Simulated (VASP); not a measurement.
A run of VASP 6.6.1 is set up as follows.

Contents of INCAR:

```
ALGO = Normal
EDIFF = 1E-6
ENCUT = 520
GGA = PE
ISIF = 2
ISMEAR = -1
LASPH = T
LCHARG = F
LREAL = F
LWAVE = F
NBANDS = 21
NELM = 80
PREC = Accurate
SIGMA = 0.05
```

The input KPOINTS:

```
k-points
0
Gamma
  13 13 7
```

File POSCAR:

```
Ru
1.0
    2.7058000000      0.0000000000      0.0000000000
   -1.3529000000      2.3432915376      0.0000000000
    0.0000000000      0.0000000000      4.2819000000
Ru
2
Direct
    0.2133333333      0.6066666667      0.1600000000
    0.7866666667      0.3933333333      0.8400000000
```

Potentials or basis: VASP PAW PBE potentials, release 64 (Ru_pv).

Command:

```bash
$ cat potpaw_PBE.64/Ru_pv/POTCAR > POTCAR
$ mpirun -np 1 vasp_std > vasp.out
```

Problem. What does it give for the pressure?

Solution. 185.0 GPa.

Problem. Estimate the largest force.

Solution. 38.258 eV/Å.

Problem. Predict the band gap on the k mesh.

Solution. Zero (band 14 reaches 14.52 eV, above the bottom of band 15 at 12.69 eV).

Stress tensor (GPa, compression positive):
```
192.73  77.82 123.89
 77.82 102.87  71.53
123.89  71.53 259.29
```

Caveat: the cell differs from its parent crystal (shortest bond scaled by 0.64); forces of over 1 eV/Å act on the atoms, so gaps and moduli don't describe the material at rest.
